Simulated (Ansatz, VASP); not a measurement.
# GaN in VASP and in Ansatz

File INCAR:

```
PREC = Accurate
ENCUT = 520
EDIFF = 1E-7
ISMEAR = 0
SIGMA = 0.02
LREAL = False
LASPH = True
NELM = 60
ALGO = Normal
ISIF = 2
LWAVE = False
LCHARG = True
GGA = PE
LELF = True
LVHAR = True
NBANDS = 26
```

Contents of KPOINTS:

```
regular mesh
0
Gamma
  12 12 6
```

The input POSCAR:

```
GaN
1.0
    3.2173010565      0.0000000000      0.0000000000
   -1.6086505283      2.7862644465      0.0000000000
    0.0000000000      0.0000000000      4.7616571800
Ga N
2 2
Direct
    0.3333333333      0.6666666667     -0.0116144019
    0.6666666667      0.3333333333      0.4883855981
    0.3333333333      0.6666666667      0.3866144019
    0.6666666667      0.3333333333      0.8866144019
```

Input for Ansatz:

```yaml
crystal:
  lattice:
    - [3.2173010565, 0.0, 0.0]
    - [-1.6086505283, 2.7862644465, 0.0]
    - [0.0, 0.0, 4.76165718]
  atoms:
    - { symbol: Ga, position: [0.3333333333, 0.6666666667, -0.0116144019] }
    - { symbol: Ga, position: [0.6666666667, 0.3333333333, 0.4883855981] }
    - { symbol: "N", position: [0.3333333333, 0.6666666667, 0.3866144019] }
    - { symbol: "N", position: [0.6666666667, 0.3333333333, 0.8866144019] }
basis:
  ecutwfc: 420
kpoints:
  mp_grid: { grid: [12, 12, 6] }
hamiltonian:
  xc: pbe
scf:
  occupations: { method: gaussian, width: 0.02 }
output:
  forces: true
  stress: true
  eigenvalues: true
```

Alike in both runs: task single point; functional PBE; k mesh 12 × 12 × 6; occupations gaussian, width 0.02 eV; no spin polarisation.

```csv
,VASP,Ansatz
version,VASP 6.6.1,Ansatz 0.2.0
potentials or method,"VASP PAW PBE potentials, release 64 (Ga_d, N), cutoff 520 eV","scalar-relativistic, plane waves, PAW"
valence electrons in the cell,36,36
```

```csv
,VASP,Ansatz,Ansatz less VASP
gap on the k mesh at the Fermi level (eV),2.13,2.12,-0.007
least direct gap on the mesh (eV),2.13,2.12,-0.007
pressure (GPa),20.0,20.1,+0.05
"traceless stress, the component that is largest in VASP (GPa)",16.40,16.27,-0.127
rms of the force components (eV/Å),0.048,0.052,+0.0039
```

Atom by atom the forces differ by 0.004 eV/Å (rms over components). With one functional, cell and mesh, what is left measures potentials, basis and numerics.
